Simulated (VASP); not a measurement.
# MgO in VASP: a series of runs

The runs below take MgO through single point, with r2SCAN, PBEsol.

All numbers are computed with VASP 6.6.1; they aren't measurements. Logs are shortened: lines on timing, memory, paths and dates and some standing lists are left out, and cuts for length are marked.

## Step 1: The cell of the first run

The structure is hexagonal, space group P-6m2 (No. 187). Conventional cell: a = 2.939 Å, b = 2.939 Å, c = 2.681 Å, α = 90.00°, β = 90.00°, γ = 120.00°. Mg (site symmetry -6m2) has 6 O at 2.16 Å and 2 Mg at 2.68 Å within 2.9 Å. Within 2.9 Å of O (site symmetry -6m2) lie 6 Mg at 2.16 Å and 2 O at 2.68 Å.

## Step 2: Single point, r2SCAN (functional r2SCAN, strained)

File POSCAR:

```
MgO
1.0
    2.9389316899      0.0000000000      0.0000000000
   -1.4694658449      2.5451895034      0.0000000000
    0.0000000000      0.0000000000      2.6805107008
Mg O
1 1
Direct
    0.0000000000      0.0000000000      0.0000000000
    0.3333333300      0.6666666700      0.5000000000
```

File INCAR.step1:

```
ALGO = Normal
EDIFF = 1E-4
ENCUT = 520
GGA = PE
ISMEAR = 0
LASPH = True
LCHARG = False
LREAL = False
LWAVE = True
NBANDS = 11
NELM = 80
PREC = Accurate
SIGMA = 0.02
```

File INCAR.step2:

```
ALGO = Normal
EDIFF = 1E-7
ENCUT = 520
ISIF = 2
ISMEAR = 0
ISTART = 1
LASPH = True
LCHARG = False
LMIXTAU = True
LREAL = False
LWAVE = False
METAGGA = R2SCAN
NBANDS = 11
NELM = 80
PREC = Accurate
SIGMA = 0.02
```

File KPOINTS:

```
k-points
0
Gamma
  12 12 10
```

Potentials or basis: VASP PAW PBE potentials, release 64 (Mg, O).

Run with:

```sh
$ cat potpaw_PBE.64/Mg/POTCAR potpaw_PBE.64/O/POTCAR > POTCAR
$ cp INCAR.step1 INCAR
$ mpirun -np 1 vasp_std > vasp.out
$ cp INCAR.step2 INCAR
$ mpirun -np 1 vasp_std > vasp.out
```

OUTCAR:

```text
EDIFF = 1E-7
   ENCUT = 520
   ISIF = 2
   ISMEAR = 0
   ISTART = 1
   LASPH = True
   LREAL = False
   METAGGA = R2SCAN
   NELM = 80
   PREC = Accurate

 ion  position               nearest neighbor table
   1  0.000  0.000  0.000-   2 2.16   2 2.16   2 2.16   2 2.16   2 2.16   2 2.16
   2  0.333  0.667  0.500-   1 2.16   1 2.16   1 2.16   1 2.16   1 2.16   1 2.16

  LATTYP: Found a hexagonal cell.
 ALAT       =     2.9389316899
 C/A-ratio  =     0.9120697531

  Lattice vectors:

 A1 = (   2.9389316899,   0.0000000000,   0.0000000000)
 A2 = (  -1.4694658449,   2.5451895034,   0.0000000000)
 A3 = (   0.0000000000,   0.0000000000,   2.6805107008)

Analysis of symmetry for initial positions (statically):
=====================================================================
 Subroutine PRICEL returns:
 Original cell was already a primitive cell.

 Routine SETGRP: Setting up the symmetry group for a
 hexagonal supercell.

 Subroutine GETGRP returns: Found 12 space group operations
 (whereof 12 operations were pure point group operations)
 out of a pool of 24 trial point group operations.

The static configuration has the point symmetry D_3h.

Analysis of symmetry for dynamics (positions and initial velocities):
=====================================================================
 Subroutine PRICEL returns:
 Original cell was already a primitive cell.

 Routine SETGRP: Setting up the symmetry group for a
 hexagonal supercell.

 Subroutine GETGRP returns: Found 12 space group operations
 (whereof 12 operations were pure point group operations)
 out of a pool of 24 trial point group operations.

The dynamic configuration has the point symmetry D_3h.

 Subroutine INISYM returns: Found 12 space group operations
 (whereof 12 operations are pure point group operations),
 and found     1 'primitive' translations

----------------------------------------------------------------------------------------

                                     Primitive cell

  volume of cell :      20.0506

  direct lattice vectors                    reciprocal lattice vectors
     2.938931690  0.000000000  0.000000000     0.340259695  0.196449026  0.000000000
    -1.469465845  2.545189503  0.000000000     0.000000000  0.392898053  0.000000000
     0.000000000  0.000000000  2.680510701     0.000000000  0.000000000  0.373063237

  length of vectors
     2.938931690  2.938931690  2.680510701     0.392898053  0.392898053  0.373063237

  position of ions in fractional coordinates (direct lattice)
     0.000000000  0.000000000  0.000000000
     0.333333330  0.666666670  0.500000000
[... 87 lines left out ...]
   PSTRESS=    0.0 pullay stress
   NELECT =       8.0000    total number of electrons
   NUPDOWN=      -1.0000    fix difference up-down
   EMIN   =  10.00;   EMAX   =-10.00  energy-range for DOS
   EFERMI =   0.00;   METHOD = LEGACY
   ISMEAR =     0;   SIGMA  =   0.02  broadening in eV -4-tet -1-fermi 0-gaus
   EFERMI_NEDOS =   21; number of points for ismear=-14 and -15
   IALGO  =     38    algorithm
   IMIX   =      4    mixing-type and parameters
     AMIX     =   0.40;   BMIX     =  1.00
     AMIX_MAG =   1.60;   BMIX_MAG =  1.00
  volume/ion in A,a.u.               =      10.03        67.65
  Fermi-wavevector in a.u.,A,eV,Ry     =   1.205209  2.277515 19.762860  1.452529
  Thomas-Fermi vector in A             =   2.340912
   LORBIT       =      0    0 simple, 1 ext, 2 COOP (PROOUT), +10 PAW based schemes
   METAGGA = R2SCAN    functional components
   LHFCALC =     F    Hartree Fock is set to
   AEXX    =    0.0000 exact exchange contribution
   IVDW    =     0    specifies the selected vdW correction
   LEPSILON=     F    determine dielectric tensor
   LRPA    =     F    only Hartree local field effects (RPA)
 non-spin polarized calculation
 Gauss-broadening in eV      SIGMA  =   0.02
  energy-cutoff  :      520.00
  volume of cell :       20.05
 maximum number of plane-waves:       562
 NGX is ok and might be reduce to    24
   NGX = 11   NGY = 11   NGZ =  9

 number of electron       7.9999996 magnetization

 Free energy of the ion-electron system (eV)
  ---------------------------------------------------
  ext. energy  EPLUGINS =         0.00000000
  ---------------------------------------------------
  free energy    TOTEN  =       -15.39687329 eV

  energy without entropy =      -15.39687329  energy(sigma->0) =      -15.39687329

 E-fermi :   3.1062     XC(G=0): -11.2115

 val. band max:        2.9398205272   @ k =   0.3333   0.3333   0.0000
 cond. band min:       6.6906948321   @ k =   0.0000   0.0000   0.0000
 fundamental gap:      3.7508743049
 Fermi energy:         3.1061590934

 k-point     1 :       0.0000    0.0000    0.0000
  band No.  band energies     occupation
      1     -15.4511      2.00000
      2       2.3158      2.00000
      3       2.3158      2.00000
      4       2.5291      2.00000
      5       6.6907      0.00000
      6      15.8171      0.00000
      7      19.5016      0.00000
      8      19.5016      0.00000
      9      24.0282      0.00000
     10      25.1346      0.00000
     11      26.8967      0.00000
[... 309 lines left out ...]
 k-point    24 :       0.3333    0.0000    0.1000
  band No.  band energies     occupation
      1     -14.6550      2.00000
      2      -1.0107      2.00000
      3       1.8020      2.00000
      4       2.3021      2.00000
      5      10.0751      0.00000
      6      14.4715      0.00000
      7      18.0434      0.00000
      8      21.3818      0.00000
      9      21.6676      0.00000
     10      27.3588      0.00000
     11      27.8030      0.00000

 [... further k-points ...]

------------------------ aborting loop because EDIFF is reached ----------------------------------------

  FORCE on cell =-STRESS in cart. coord.  units (eV):
  Direction    XX          YY          ZZ          XY          YZ          ZX
  --------------------------------------------------------------------------------------
  -------------------------------------------------------------------------------------
  Total       -0.7518198     -0.7518198     -0.8883981     -0.0000000     -0.0000000      0.0000000
  in kB      -60.0754713    -60.0754713    -70.9889971     -0.0000000     -0.0000000      0.0000000
  external PRESSURE =     -63.7133133 kB  Pullay stress =       0.0000000 kB

 VOLUME and BASIS-vectors are now :
 -----------------------------------------------------------------------------
  energy-cutoff  :      520.00
  volume of cell :       20.05
      direct lattice vectors                 reciprocal lattice vectors
     2.938931690  0.000000000  0.000000000     0.340259695  0.196449026  0.000000000
    -1.469465845  2.545189503  0.000000000     0.000000000  0.392898053  0.000000000
     0.000000000  0.000000000  2.680510701     0.000000000  0.000000000  0.373063237

 POSITION                                       TOTAL-FORCE (eV/Angst)
 -----------------------------------------------------------------------------------
      0.00000      0.00000      0.00000        -0.000000      0.000000      0.000000
     -0.00000      1.69679      1.34026         0.000000      0.000000      0.000000
 -----------------------------------------------------------------------------------
    total drift:                                0.000019     -0.000011     -0.000000

  FREE ENERGIE OF THE ION-ELECTRON SYSTEM (eV)
  ---------------------------------------------------
  free  energy   TOTEN  =       -15.3968732936 eV

  energy  without entropy=      -15.3968732936  energy(sigma->0) =      -15.39687329
```

OSZICAR.step1:

```text
N       E                     dE             d eps       ncg     rms          rms(c)
DAV:   1     0.145440676946E+02    0.14544E+02   -0.45575E+03  2852   0.642E+02
DAV:   2    -0.123926474449E+02   -0.26937E+02   -0.26372E+02  2883   0.134E+02
DAV:   3    -0.129835887738E+02   -0.59094E+00   -0.59063E+00  3036   0.179E+01
DAV:   4    -0.129850462720E+02   -0.14575E-02   -0.14575E-02  2764   0.101E+00
DAV:   5    -0.129850513089E+02   -0.50370E-05   -0.50369E-05  2810   0.580E-02    0.737E+00
DAV:   6    -0.112812083540E+02    0.17038E+01   -0.99328E+00  2544   0.168E+01    0.241E+00
DAV:   7    -0.112481647795E+02    0.33044E-01   -0.78403E-02  2745   0.238E+00    0.139E+00
DAV:   8    -0.112307736019E+02    0.17391E-01   -0.37691E-02  2580   0.208E+00    0.266E-01
DAV:   9    -0.112304727845E+02    0.30082E-03   -0.27212E-04  2977   0.121E-01    0.195E-01
DAV:  10    -0.112303816595E+02    0.91125E-04   -0.72531E-04  2588   0.210E-01
   1 F= -.11230382E+02 E0= -.11230382E+02  d E =-.328186E-21
```

It took 53 s on 1 thread of Intel Xeon Platinum 8488C (Sapphire Rapids), shared host; peak memory 0.15 GiB.

Results:

```
Free energy            : -15.3969 eV
Pressure               : -6.4 GPa
Band gap on the k mesh : 3.75 eV, indirect (least direct gap 4.16 eV)
```

Levels at points of the mesh, in eV from the valence-band top:
```csv
k point,band 2,band 3,band 4,band 5,band 6,band 7
"(0.00, 0.00, 0.00)",-0.62,-0.62,-0.41,3.75,12.88,16.56
"(0.50, 0.00, 0.00)",-4.88,-1.35,-0.05,7.40,11.59,14.12
"(0.00, 0.00, 0.50)",-5.35,-0.10,-0.10,9.16,9.90,18.57
"(0.50, 0.00, 0.50)",-3.77,-3.40,-0.85,6.60,12.36,15.16
```

Caveat: the cell differs from its parent crystal (functional r2SCAN, strained); the PAW data sets were made with another functional, which shifts forces and pressure a little. A k mesh can miss the band edges.

## Step 3: Single point, PBEsol (atoms moved at random and the cell strained at random)

File INCAR:

```
SYSTEM = MgO
PREC     = Accurate       ! precision mode
ENCUT    = 520            ! plane-wave cutoff, eV
EDIFF    = 1E-6           ! SCF threshold, eV
ISMEAR   = 0              ! smearing method
SIGMA    = 0.02           ! smearing width, eV
LREAL    = .False.        ! projectors in reciprocal space
LASPH    = .True.         ! aspherical terms in the spheres
NELM     = 60             ! most SCF steps
ALGO     = Normal         ! electronic algorithm
ISIF     = 2              ! what is computed and relaxed
LWAVE    = .False.        ! write WAVECAR
LCHARG   = .False.        ! write CHGCAR
GGA      = PS             ! functional
NBANDS   = 11             ! bands
```

File KPOINTS:

```
Automatic mesh
0
Gamma
  12 12 10
  0 0 0
```

File POSCAR:

```
MgO
1.0
    2.9346715596      0.0263540475     -0.0015277709
   -1.4445125052      2.3894751503      0.0311185863
   -0.0013934336      0.0319685824      2.6253360896
Mg O
1 1
Direct
    0.0103453989      0.0045983323      0.0053364581
    0.3229879311      0.6620683377      0.4946635419
```

Potentials or basis: VASP PAW PBE potentials, release 64 (Mg, O).

Run with:

```sh
$ cat potpaw_PBE.64/Mg/POTCAR potpaw_PBE.64/O/POTCAR > POTCAR
$ mpirun -np 1 vasp_std > vasp.out
```

Run time: 53 s. Hardware: 1 thread of Intel Xeon Platinum 8488C (Sapphire Rapids), shared host; peak memory 0.26 GiB.

The run converged. Its results:

| Item | Value |
| --- | --- |
| Free energy | -11.7639 eV |
| Pressure | 8.7 GPa |
| Largest force | 0.303 eV/Å |
| Band gap on the k mesh | 3.48 eV, indirect (least direct gap 3.91 eV) |

Forces on the atoms (eV/Å):
```
Mg  -0.201 -0.199 -0.109
O    0.201  0.199  0.109
```

Stress tensor (GPa, compression positive):
```
 1.91 -3.18  0.74
-3.18 16.97 -0.25
 0.74 -0.25  7.23
```

Levels at points of the mesh, in eV from the valence-band top:
```tsv
k point	band 1	band 2	band 3	band 4	band 5	band 6	band 7	band 8	band 9
(0.00, 0.00, 0.00)	-17.82	-0.77	-0.57	-0.43	3.48	11.90	15.62	16.99	20.60
(0.50, 0.00, 0.00)	-16.65	-5.40	-1.17	-0.15	7.28	11.21	13.16	19.07	19.42
(0.00, 0.50, 0.00)	-16.46	-5.19	-1.72	-0.11	6.41	11.63	13.60	18.23	19.72
(0.50, 0.50, 0.00)	-16.58	-5.35	-1.30	-0.15	6.89	11.25	13.46	19.10	19.43
(0.00, 0.00, 0.50)	-16.58	-5.83	-0.18	0.00	8.86	9.47	17.22	18.42	18.92
(0.50, 0.00, 0.50)	-15.77	-4.13	-3.72	-0.74	5.53	12.33	15.19	15.37	16.81
(0.00, 0.50, 0.50)	-15.63	-3.97	-3.65	-1.17	6.20	11.25	14.43	15.12	16.31
(0.50, 0.50, 0.50)	-15.73	-4.08	-3.75	-0.81	5.89	12.01	14.71	15.55	16.27
```

Caveat: the cell differs from its parent crystal (atoms moved at random and the cell strained at random); the PAW data sets were made with another functional, which shifts forces and pressure a little. A k mesh can miss the band edges.

[end of part 1 of 2]
